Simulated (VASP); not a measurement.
# LiCl in VASP: further runs, part 3 of 3

VASP 6.6.1.

**6. Single point, PBEsol (strain -0.050 along x and y, -0.025 along z)**

Contents of INCAR:

```
SYSTEM = LiCl
  ALGO = Normal
  EDIFF = 1E-6
  ENCUT = 520
  GGA = PS
  ISIF = 2
  ISMEAR = 0
  LASPH = .TRUE.
  LCHARG = .FALSE.
  LREAL = .FALSE.
  LWAVE = .FALSE.
  NBANDS = 12
  NELM = 80
  PREC = Accurate
  SIGMA = 0.05
```

Contents of KPOINTS:

```
k-points
0
G
  8 8 8
  0 0 0
```

Contents of POSCAR:

```
LiCl
1.0
    0.0000000000      2.4365220000      2.5006410000
    2.4365220000      0.0000000000      2.5006410000
    2.4365220000      2.4365220000      0.0000000000
Li Cl
1 1
Direct
    0.0000000000      0.0000000000      0.0000000000
    0.5000000000      0.5000000000      0.5000000000
```

Potentials or basis: VASP PAW PBE potentials, release 64 (Li_sv, Cl).

Run with:

```bash
> cat potpaw_PBE.64/Li_sv/POTCAR potpaw_PBE.64/Cl/POTCAR > POTCAR
> mpirun -np 1 vasp_std > vasp.out
```

OUTCAR:

```text
SYSTEM = LiCl
   EDIFF = 1E-6
   ENCUT = 520
   GGA = PS
   ISIF = 2
   ISMEAR = 0
   LASPH = .TRUE.
   LREAL = .FALSE.
   NELM = 80
   PREC = Accurate

 ion  position               nearest neighbor table
   1  0.000  0.000  0.000-   2 2.44   2 2.44   2 2.44   2 2.44   2 2.50   2 2.50
   2  0.500  0.500  0.500-   1 2.44   1 2.44   1 2.44   1 2.44   1 2.50   1 2.50

  LATTYP: Found a body centered tetragonal cell.
 ALAT       =     3.4457624574
 C/A-ratio  =     1.4514297088

  Lattice vectors:

 A1 = (  -2.4365220000,   0.0000000000,   2.5006410000)
 A2 = (   2.4365220000,   0.0000000000,   2.5006410000)
 A3 = (   0.0000000000,   2.4365220000,  -2.5006410000)

Analysis of symmetry for initial positions (statically):
=====================================================================
 Subroutine PRICEL returns:
 Original cell was already a primitive cell.

 Routine SETGRP: Setting up the symmetry group for a
 body centered tetragonal supercell.

 Subroutine GETGRP returns: Found 16 space group operations
 (whereof 16 operations were pure point group operations)
 out of a pool of 16 trial point group operations.

The static configuration has the point symmetry D_4h.

Analysis of symmetry for dynamics (positions and initial velocities):
=====================================================================
 Subroutine PRICEL returns:
 Original cell was already a primitive cell.

 Routine SETGRP: Setting up the symmetry group for a
 body centered tetragonal supercell.

 Subroutine GETGRP returns: Found 16 space group operations
 (whereof 16 operations were pure point group operations)
 out of a pool of 16 trial point group operations.

The dynamic configuration has the point symmetry D_4h.

 Subroutine INISYM returns: Found 16 space group operations
 (whereof 16 operations are pure point group operations),
 and found     1 'primitive' translations

[... 120 lines left out ...]
   LHFCALC =     F    Hartree Fock is set to
   AEXX    =    0.0000 exact exchange contribution
   IVDW    =     0    specifies the selected vdW correction
   LEPSILON=     F    determine dielectric tensor
   LRPA    =     F    only Hartree local field effects (RPA)
 non-spin polarized calculation
 Gauss-broadening in eV      SIGMA  =   0.05
  energy-cutoff  :      520.00
  volume of cell :       29.69
 maximum number of plane-waves:       819
 NGX is ok and might be reduce to    28
   NGX = 13   NGY = 13   NGZ = 13

 number of electron      10.0000000 magnetization

 Free energy of the ion-electron system (eV)
  ---------------------------------------------------
  ext. energy  EPLUGINS =         0.00000000
  ---------------------------------------------------
  free energy    TOTEN  =        -7.60478639 eV

  energy without entropy =       -7.60478639  energy(sigma->0) =       -7.60478639

 E-fermi :   1.8644     XC(G=0):  -9.4769

 val. band max:        1.6241939129   @ k =   0.0000   0.0000   0.0000
 cond. band min:       8.2481861211   @ k =   0.5000  -0.0000   0.0000
 fundamental gap:      6.6239922082
 Fermi energy:         1.8643720332

 k-point     1 :       0.0000    0.0000    0.0000
  band No.  band energies     occupation
      1     -41.0645      2.00000
      2     -12.3220      2.00000
      3       1.5499      2.00000
      4       1.5499      2.00000
      5       1.6242      2.00000
      6       8.5096      0.00000
      7      13.3105      0.00000
      8      13.5583      0.00000
      9      13.5583      0.00000
     10      16.2740      0.00000
     11      16.3387      0.00000
     12      16.7249      0.00000
[... 331 lines left out ...]
 k-point    24 :       0.3750   -0.0000    0.1250
  band No.  band energies     occupation
      1     -41.0595      2.00000
      2     -11.6896      2.00000
      3      -1.1075      2.00000
      4       0.9995      2.00000
      5       1.0110      2.00000
      6       9.3758      0.00000
      7      11.1665      0.00000
      8      12.2628      0.00000
      9      13.1161      0.00000
     10      16.3319      0.00000
     11      18.4299      0.00000
     12      19.3567      0.00000

 [... further k-points ...]

------------------------ aborting loop because EDIFF is reached ----------------------------------------

  FORCE on cell =-STRESS in cart. coord.  units (eV):
  Direction    XX          YY          ZZ          XY          YZ          ZX
  --------------------------------------------------------------------------------------
  -------------------------------------------------------------------------------------
  Total        0.8156368      0.8156368      0.4877813      0.0000000     -0.0000000     -0.0000000
  in kB       44.0134468     44.0134468     26.3216856      0.0000000     -0.0000000     -0.0000000
  external PRESSURE =      38.1161931 kB  Pullay stress =       0.0000000 kB

 VOLUME and BASIS-vectors are now :
 -----------------------------------------------------------------------------
  energy-cutoff  :      520.00
  volume of cell :       29.69
      direct lattice vectors                 reciprocal lattice vectors
     0.000000000  2.436522000  2.500641000    -0.205210542  0.205210542  0.199948733
     2.436522000  0.000000000  2.500641000     0.205210542 -0.205210542  0.199948733
     2.436522000  2.436522000  0.000000000     0.205210542  0.205210542 -0.199948733

 POSITION                                       TOTAL-FORCE (eV/Angst)
 -----------------------------------------------------------------------------------
      0.00000      0.00000      0.00000         0.000000     -0.000000      0.000000
      2.43652      2.43652      2.50064        -0.000000      0.000000      0.000000
 -----------------------------------------------------------------------------------
    total drift:                                0.000000      0.000000      0.000000

  FREE ENERGIE OF THE ION-ELECTRON SYSTEM (eV)
  ---------------------------------------------------
  free  energy   TOTEN  =        -7.6047863922 eV

  energy  without entropy=       -7.6047863922  energy(sigma->0) =       -7.60478639
```

Wall time 27 s (1 thread of Intel Xeon 8259CL, shared host); peak memory 0.16 GiB.

Results:

| Item | Value |
| --- | --- |
| Free energy | -7.6048 eV |
| Band gap on the k mesh | 6.62 eV (least direct gap 6.89 eV) |

Levels at points of the mesh, in eV from the valence-band top:
```csv
k point,band 1,band 2,band 3,band 4,band 5,band 6,band 7,band 8,band 9,band 10
"(0.00, 0.00, 0.00)",-42.69,-13.95,-0.07,-0.07,0.00,6.89,11.69,11.93,11.93,14.65
"(0.50, 0.00, 0.00)",-42.68,-13.17,-3.49,-0.42,-0.33,6.62,9.26,9.48,14.14,17.52
"(0.50, 0.50, 0.00)",-42.68,-12.86,-3.66,-1.37,-1.37,7.90,8.06,13.11,15.08,15.08
"(0.50, 0.00, 0.50)",-42.68,-12.80,-3.65,-1.57,-1.37,7.77,7.97,13.50,14.57,15.19
```

Caveat: the cell differs from its parent crystal (strain -0.050 along x and y, -0.025 along z); the cutoff is under 1.25 times the usual one of these potentials, so pressure, stress and relaxed cells hold a basis-set (Pulay) error; the PAW data sets were made with another functional, which shifts forces and pressure a little. A k mesh can miss the band edges.

**7. Summary**

| cell | gap on the mesh (eV) |
| --- | --- |
| a = 3.446 Å, angles 60.0°, 2 atoms | 6.70 |
| a = 3.536 Å, angles 60.0°, 2 atoms | 6.59 |
| a = 3.718 Å, angles 60.0°, 2 atoms | 5.74 |
| a = 3.808 Å, angles 60.0°, 2 atoms | 5.40 |
| a = 3.491, b = 3.491, c = 3.446 Å, angles 60.4, 60.4, 59.1°, 2 atoms | 6.62 |

Alike in all rows: task single point; level PBEsol; potentials or basis VASP PAW PBE potentials, release 64 (Li_sv, Cl); no spin polarisation; k mesh 8 × 8 × 8; cutoff (eV) 520; smearing gaussian 0.05 eV.

Caveats: the cutoff is under 1.25 times the usual one of these potentials, so pressure, stress and relaxed cells hold a basis-set (Pulay) error; the PAW data sets were made with another functional, which shifts forces and pressure a little.

Total energies depend on the potentials used, so only differences within one code and one set of settings carry meaning.
